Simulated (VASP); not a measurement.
## Hf: single point with LDA

Hf:

```
Hf
1.0
    -1.26878    1.26878    1.26878
     1.26878   -1.26878    1.26878
     1.26878    1.26878   -1.26878
Hf
1
Direct
  0.00000 0.00000 0.00000
```

This cell differs from its parent crystal: volume scaled by 0.4.

| Item | Value |
| --- | --- |
| Program | VASP 6.6.1 |
| Task | single point |
| Functional | LDA |
| Potentials or basis | VASP PAW LDA potentials, release 64 (Hf_pv) |
| Cutoff | 520 eV |
| k mesh | 17 × 17 × 17 |
| Occupations | fermi-dirac, width 0.08 eV |
| Spin | no spin polarisation |

```json
{"Pressure": "595.7 GPa", "Band gap on the k mesh": "zero (band 5 reaches 18.06 eV, above the bottom of band 6 at 12.82 eV)"}
```

Levels at points of the mesh, in eV from the Fermi level:
```
           k point  band 2  band 3  band 4  band 5  band 6  band 7  band 8  band 9
(0.00, 0.00, 0.00)  -25.57  -25.57   -5.63    0.72    0.72    0.72    7.53    7.53
```

Wall time 5 s on 1 thread of Intel(R) Xeon(R) Platinum 8488C (Sapphire Rapids), with other jobs on the host, peak memory 0.12 GiB.

Caveat: spin-orbit coupling is left out, which moves the levels of the heavy elements.
